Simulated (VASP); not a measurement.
Write the native input for VASP 6.6.1 that does the following.

```yaml
Task: single point
Functional: r2SCAN
Potentials_or_basis: VASP PAW PBE potentials, release 64 (Ti_sv, Al)
Cutoff: 520 eV
k_mesh: 16 × 16 × 16
Occupations: gaussian, width 0.15 eV
Spin: no spin polarisation
Dipole_correction: no
Further_INCAR_settings: ALGO = Normal; EDIFF = 1e-06; NBANDS = 14
```

The system is TiAl.

```xyz
2
Lattice="3.3378 -0.6676 -0.6676 -0.6676 3.3378 -0.6676 -0.6676 -0.6676 3.3378" Properties=species:S:1:pos:R:3 pbc="T T T"
Ti    0.0000    0.0000    0.0000
Al    1.0013    1.0013    1.0013
```

This cell differs from its parent crystal: ratio of the length along [111] to the lengths across it x 0.5, volume and fractional coordinates fixed.

The input as run:

POSCAR

```
TiAl
1.0
    3.3378080438     -0.6675616088     -0.6675616088
   -0.6675616088      3.3378080438     -0.6675616088
   -0.6675616088     -0.6675616088      3.3378080438
Ti Al
1 1
Direct
    0.0000000000      0.0000000000      0.0000000000
    0.5000000000      0.5000000000      0.5000000000
```

INCAR.step1

```
PREC     = Accurate       # precision mode
ENCUT    = 520            # plane-wave cutoff, eV
ISMEAR   = 0              # smearing method
SIGMA    = 0.15           # smearing width, eV
LREAL    = False          # projectors in reciprocal space
LASPH    = True           # aspherical terms in the spheres
NELM     = 60             # most SCF steps
NBANDS   = 14             # bands
GGA      = PE             # functional
ALGO     = Normal         # electronic algorithm
EDIFF    = 1E-4           # SCF threshold, eV
LWAVE    = True           # write WAVECAR
LCHARG   = False          # write CHGCAR
```

INCAR.step2

```
PREC     = Accurate       # precision mode
ENCUT    = 520            # plane-wave cutoff, eV
EDIFF    = 1E-6           # SCF threshold, eV
ISMEAR   = 0              # smearing method
SIGMA    = 0.15           # smearing width, eV
LREAL    = False          # projectors in reciprocal space
LASPH    = True           # aspherical terms in the spheres
NELM     = 60             # most SCF steps
ALGO     = Normal         # electronic algorithm
ISIF     = 2              # what is computed and relaxed
LWAVE    = False          # write WAVECAR
LCHARG   = True           # write CHGCAR
METAGGA  = R2SCAN         # meta-GGA
LMIXTAU  = True         
LELF     = True           # ELF
LVHAR    = True         
NBANDS   = 14             # bands
ISTART   = 1
```

KPOINTS

```
regular mesh
0
Gamma
  16 16 16
```

Potentials or basis: VASP PAW PBE potentials, release 64 (Ti_sv, Al).

Launch:

```bash
$ cat potpaw_PBE.64/Ti_sv/POTCAR potpaw_PBE.64/Al/POTCAR > POTCAR
$ cp INCAR.step1 INCAR
$ mpirun -np 1 vasp_std > vasp.out
$ cp INCAR.step2 INCAR
$ mpirun -np 1 vasp_std > vasp.out
```

It gave:

```
Pressure : 72.7 GPa
```

Caveat: the PAW data sets were made with another functional, which shifts forces and pressure a little.

It took 7.3 min on 1 thread of Intel(R) Xeon(R) 6975P-C (Granite Rapids), on a shared host, peak memory 0.32 GiB.
